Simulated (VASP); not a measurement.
# ZnF (P6_3mc) in VASP: single point with PBE

Aim: the single point of ZnF with PBE.

All numbers are computed with VASP 6.6.1; they aren't measurements. Logs are shortened: lines on timing, memory, paths and dates and some standing lists are left out, and cuts for length are marked.

## (1) The cell of the first run

It takes space group P6_3mc (No. 186, hexagonal). The conventional cell has a = 3.396 Å, b = 3.396 Å, c = 5.438 Å, α = 90.00°, β = 90.00°, γ = 120.00°. Zn (site symmetry 3m) has 4 F at 2.06 to 2.08 Å within 2.7 Å. F (site symmetry 3m) has 4 Zn at 2.06 to 2.08 Å within 2.7 Å.

## (2) Single point, PBE, collinear spin

INCAR

```
PREC = Accurate
ENCUT = 600
EDIFF = 1E-6
ISMEAR = 0
SIGMA = 0.1
LREAL = False
LASPH = True
NELM = 200
ALGO = Normal
ISIF = 2
LWAVE = False
LCHARG = True
ISPIN = 2
MAGMOM = 0 0 1 1
LORBIT = 11
GGA = PE
LELF = True
LVHAR = True
NBANDS = 31
GGA_COMPAT = False
```

KPOINTS

```
Automatic mesh
0
Gamma
  6 6 4
```

POSCAR

```
ZnF
1.0
    3.3956020530      0.0000000000      0.0000000000
   -1.6978010264      2.9406776390      0.0000000000
    0.0000000000      0.0000000000      5.4379395897
Zn F
2 2
Direct
    0.3333333333      0.6666666667      0.0000000000
    0.6666666667      0.3333333333      0.5000000000
    0.3333333333      0.6666666667      0.3821000000
    0.6666666667      0.3333333333      0.8821000000
```

Potentials or basis: VASP PAW PBE potentials, release 64 (Zn, F).

Started as:

```console
> cat potpaw_PBE.64/Zn/POTCAR potpaw_PBE.64/F/POTCAR > POTCAR
> mpirun -np 1 vasp_std > vasp.out
```

OUTCAR:

```text
PREC = Accurate
   ENCUT = 600
   EDIFF = 1E-6
   ISMEAR = 0
   LREAL = False
   LASPH = True
   NELM = 200
   ISIF = 2
   ISPIN = 2
   LORBIT = 11
   GGA = PE

 ion  position               nearest neighbor table
   1  0.333  0.667  0.000-   4 2.06   4 2.06   4 2.06   3 2.08
   2  0.667  0.333  0.500-   3 2.06   3 2.06   3 2.06   4 2.08
   3  0.333  0.667  0.382-   2 2.06   2 2.06   2 2.06   1 2.08
   4  0.667  0.333  0.882-   1 2.06   1 2.06   1 2.06   2 2.08

  LATTYP: Found a hexagonal cell.
 ALAT       =     3.3956020530
 C/A-ratio  =     1.6014655148

  Lattice vectors:

 A1 = (   3.3956020530,   0.0000000000,   0.0000000000)
 A2 = (  -1.6978010264,   2.9406776390,   0.0000000000)
 A3 = (   0.0000000000,   0.0000000000,   5.4379395897)

Analysis of symmetry for initial positions (statically):
=====================================================================
 Subroutine PRICEL returns:
 Original cell was already a primitive cell.

 Routine SETGRP: Setting up the symmetry group for a
 hexagonal supercell.

 Subroutine GETGRP returns: Found 12 space group operations
 (whereof  6 operations were pure point group operations)
 out of a pool of 24 trial point group operations.

The static configuration has the point symmetry C_3v.
 The point group associated with its full space group is C_6v.

Analysis of symmetry for dynamics (positions and initial velocities):
=====================================================================
 Subroutine PRICEL returns:
 Original cell was already a primitive cell.

 Routine SETGRP: Setting up the symmetry group for a
 hexagonal supercell.

 Subroutine GETGRP returns: Found 12 space group operations
 (whereof  6 operations were pure point group operations)
 out of a pool of 24 trial point group operations.

The dynamic configuration has the point symmetry C_3v.
 The point group associated with its full space group is C_6v.

Analysis of structural, dynamic, and magnetic symmetry:
=====================================================================
 Subroutine PRICEL returns:
 Original cell was already a primitive cell.

 Routine SETGRP: Setting up the symmetry group for a
 hexagonal supercell.

 Subroutine GETGRP returns: Found 12 space group operations
 (whereof  6 operations were pure point group operations)
 out of a pool of 24 trial point group operations.

The overall configuration has the point symmetry C_3v.
 The point group associated with its full space group is C_6v.

 Subroutine INISYM returns: Found 12 space group operations
 (whereof  6 operations are pure point group operations),
 and found     1 'primitive' translations

----------------------------------------------------------------------------------------

                                     Primitive cell

  volume of cell :      54.2998

  direct lattice vectors                    reciprocal lattice vectors
     3.395602053  0.000000000  0.000000000     0.294498585  0.170028837  0.000000000
    -1.697801026  2.940677639  0.000000000     0.000000000  0.340057675  0.000000000
     0.000000000  0.000000000  5.437939590     0.000000000  0.000000000  0.183893179

  length of vectors
     3.395602053  3.395602053  5.437939590     0.340057675  0.340057675  0.183893179

  position of ions in fractional coordinates (direct lattice)
     0.333333333  0.666666667  0.000000000
     0.666666667  0.333333333  0.500000000
     0.333333333  0.666666667  0.382100000
     0.666666667  0.333333333  0.882100000

  ion indices of the primitive-cell ions
   primitive index   ion index
                 1           1
                 2           2
                 3           3
                 4           4

----------------------------------------------------------------------------------------

 KPOINTS: Automatic mesh

Automatic generation of k-mesh.
 Grid dimensions read from file:
 generate k-points for:    6    6    4

 Generating k-lattice:

  Cartesian coordinates                     Fractional coordinates (reciprocal lattice)
     0.049083098  0.028338140  0.000000000     0.166666667 -0.000000000  0.000000000
     0.000000000  0.056676279  0.000000000     0.000000000  0.166666667  0.000000000
     0.000000000  0.000000000  0.045973295     0.000000000  0.000000000  0.250000000

  Length of vectors
     0.056676279  0.056676279  0.045973295

  Shift w.r.t. Gamma in fractional coordinates (k-lattice)
     0.000000000  0.000000000  0.000000000

 Subroutine IBZKPT returns following result:
 ===========================================

 Found     21 irreducible k-points:

 Following reciprocal coordinates:
            Coordinates               Weight
  0.000000  0.000000  0.000000      1.000000
  0.166667  0.000000  0.000000      6.000000
  0.333333  0.000000  0.000000      6.000000
  0.500000 -0.000000  0.000000      3.000000
  0.166667  0.166667  0.000000      6.000000
  0.333333  0.166667  0.000000     12.000000
[... 13 lines left out ...]
  0.333333  0.166667  0.500000     12.000000
  0.333333  0.333333  0.500000      2.000000
   k-points           NKPTS =     21   k-points in BZ     NKDIM =     21   number of bands    NBANDS=     31
   number of dos      NEDOS =    301   number of ions     NIONS =      4
   total plane-waves  NPLWV =  37632
   dimension x,y,z NGX =    28 NGY =   28 NGZ =   48
   dimension x,y,z NGXF=    56 NGYF=   56 NGZF=   96
   ions per type =               2   2
   NGX,Y,Z   is equivalent  to a cutoff of  13.71, 13.71, 14.67 a.u.
   NGXF,Y,Z  is equivalent  to a cutoff of  27.42, 27.42, 29.35 a.u.
 SYSTEM =  unknown system
   PREC   = accura    normal or accurate (medium, high low for compatibility)
   ISTART =      0    job   : 0-new  1-cont  2-samecut
   ICHARG =      2    charge: 1-file 2-atom 10-const
   ISPIN  =      2    spin polarized calculation?
   LNONCOLLINEAR =      F non collinear calculations
   LSORBIT =      F    spin-orbit coupling
   LASPH  =      T    aspherical Exc in radial PAW
   ENCUT  =  600.0 eV  44.10 Ry    6.64 a.u.   6.78  6.78 10.86*2*pi/ulx,y,z
   NELM   =    200;   NELMIN=  2; NELMDL= -5     # of ELM steps
   EDIFF  = 0.1E-05   stopping-criterion for ELM
   LREAL  =      F    real-space projection
   EDIFFG = 0.1E-04   stopping-criterion for IOM
   NSW    =      0    number of steps for IOM
   IBRION =     -1    ionic relax: 0-MD 1-quasi-New 2-CG
   NFREE  =      0    steps in history (QN), initial steepest desc. (CG)
   ISIF   =      2    stress and relaxation
   ISYM   =      2    0-nonsym 1-usesym 2-fastsym
   POTIM  = 0.5000    time-step for ionic-motion
   TEBEG  =    0.0;   TEEND  =   0.0 temperature during run
   PSTRESS=    0.0 pullay stress
   NELECT =      38.0000    total number of electrons
   NUPDOWN=      -1.0000    fix difference up-down
   EMIN   =  10.00;   EMAX   =-10.00  energy-range for DOS
   EFERMI =   0.00;   METHOD = LEGACY
   ISMEAR =     0;   SIGMA  =   0.10  broadening in eV -4-tet -1-fermi 0-gaus
   EFERMI_NEDOS =   21; number of points for ismear=-14 and -15
   IALGO  =     38    algorithm
   IMIX   =      4    mixing-type and parameters
     AMIX     =   0.40;   BMIX     =  1.00
     AMIX_MAG =   1.60;   BMIX_MAG =  1.00
  volume/ion in A,a.u.               =      13.57        91.61
  Fermi-wavevector in a.u.,A,eV,Ry     =   1.453460  2.746642 28.742944  2.112547
  Thomas-Fermi vector in A             =   2.570724
   LORBIT       =     11    0 simple, 1 ext, 2 COOP (PROOUT), +10 PAW based schemes
   GGA     = PE    functional components
   LHFCALC =     F    Hartree Fock is set to
   AEXX    =    0.0000 exact exchange contribution
   IVDW    =     0    specifies the selected vdW correction
   LEPSILON=     F    determine dielectric tensor
   LRPA    =     F    only Hartree local field effects (RPA)
 spin polarized calculation
 Gauss-broadening in eV      SIGMA  =   0.10
  energy-cutoff  :      600.00
  volume of cell :       54.30
 maximum number of plane-waves:      1838
 NGX is ok and might be reduce to    28
   NGX = 13   NGY = 13   NGZ = 21

 number of electron      37.9999994 magnetization      -0.0016970

 number of electron      37.9999994 magnetization       0.0012702

 Free energy of the ion-electron system (eV)
  ---------------------------------------------------
  ext. energy  EPLUGINS =         0.00000000
  ---------------------------------------------------
  free energy    TOTEN  =        -9.87237251 eV

  energy without entropy =       -9.86507502  energy(sigma->0) =       -9.86872376

 E-fermi :   3.4855     XC(G=0): -10.3678

 val. band max:        3.4188162528   @ k =   0.5000  -0.0000   0.0000
 cond. band min:       3.4926454055   @ k =   0.0000   0.0000   0.0000
 fundamental gap:      0.0738291528
 Fermi energy:         3.4854862512

 spin component 1

 k-point     1 :       0.0000    0.0000    0.0000
  band No.  band energies     occupation
      1     -23.3487      1.00000
      2     -23.1427      1.00000
      3      -6.3019      1.00000
      4      -6.0318      1.00000
      5      -6.0318      1.00000
      6      -5.9284      1.00000
[... 703 lines left out ...]
     30      17.5496      0.00000
     31      21.3776      0.00000
 Fermi energy:         3.4854862512

 spin component 2

 k-point     1 :       0.0000    0.0000    0.0000
  band No.  band energies     occupation
      1     -23.3484      1.00000
      2     -23.1425      1.00000
      3      -6.3016      1.00000
      4      -6.0316      1.00000
      5      -6.0316      1.00000
      6      -5.9283      1.00000
[... 703 lines left out ...]
     30      17.5503      0.00000
     31      21.3783      0.00000

------------------------ aborting loop because EDIFF is reached ----------------------------------------

  FORCE on cell =-STRESS in cart. coord.  units (eV):
  Direction    XX          YY          ZZ          XY          YZ          ZX
  --------------------------------------------------------------------------------------
  -------------------------------------------------------------------------------------
  Total        5.8308330      5.8308330      5.6600077      0.0000000     -0.0000000      0.0000000
  in kB      172.0452149    172.0452149    167.0048243      0.0000000     -0.0000000      0.0000000
  external PRESSURE =     170.3650847 kB  Pullay stress =       0.0000000 kB

 VOLUME and BASIS-vectors are now :
 -----------------------------------------------------------------------------
  energy-cutoff  :      600.00
  volume of cell :       54.30
      direct lattice vectors                 reciprocal lattice vectors
     3.395602053  0.000000000  0.000000000     0.294498585  0.170028837  0.000000000
    -1.697801026  2.940677639  0.000000000     0.000000000  0.340057675  0.000000000
     0.000000000  0.000000000  5.437939590     0.000000000  0.000000000  0.183893179

 POSITION                                       TOTAL-FORCE (eV/Angst)
 -----------------------------------------------------------------------------------
     -0.00000      1.96045      0.00000         0.000000      0.000000      0.072661
      1.69780      0.98023      2.71897        -0.000000     -0.000000      0.072661
     -0.00000      1.96045      2.07784         0.000000      0.000000     -0.072661
      1.69780      0.98023      4.79681        -0.000000      0.000000     -0.072661
 -----------------------------------------------------------------------------------
    total drift:                               -0.000001     -0.000000     -0.000530

  FREE ENERGIE OF THE ION-ELECTRON SYSTEM (eV)
  ---------------------------------------------------
  free  energy   TOTEN  =        -9.8723725050 eV

  energy  without entropy=       -9.8650750223  energy(sigma->0) =       -9.86872376

 total charge

# of ion       s       p       d       tot
------------------------------------------
    1        0.533   0.283   9.835  10.651
    2        0.533   0.283   9.835  10.651
    3        1.773   4.312   0.000   6.085
    4        1.773   4.312   0.000   6.085
--------------------------------------------------
tot          4.612   9.190  19.670  33.472

 magnetization (x)

# of ion       s       p       d       tot
------------------------------------------
    1        0.000   0.000  -0.000   0.000
    2        0.000   0.000  -0.000   0.000
    3        0.000   0.000   0.000   0.000
    4        0.000   0.000   0.000   0.000
--------------------------------------------------
tot          0.000   0.000  -0.000   0.000
```

It took 90 s on 1 thread of Intel Xeon Platinum 8259CL at 2.50GHz (Skylake/Cascade Lake), shared host; peak memory 0.24 GiB.

What came out:

| Quantity | Value |
| --- | --- |
| Free energy | -9.8724 eV |
| Pressure | 17.0 GPa |
| Largest force | 0.073 eV/Å |
| Band gap on the k mesh | zero (filled and empty bands overlap) |
| Net moment | 0.00 μB per cell |
| Valence electrons inside the program's atomic spheres | Zn 10.65; F 6.08 |

Forces on the atoms (eV/Å):
```
Zn   0.000  0.000  0.073
Zn   0.000  0.000  0.073
F    0.000  0.000 -0.073
F    0.000  0.000 -0.073
```

Caveat: the cell stands under pressure.

The gap in the log of VASP goes by the Fermi energy; the results here count the filled bands.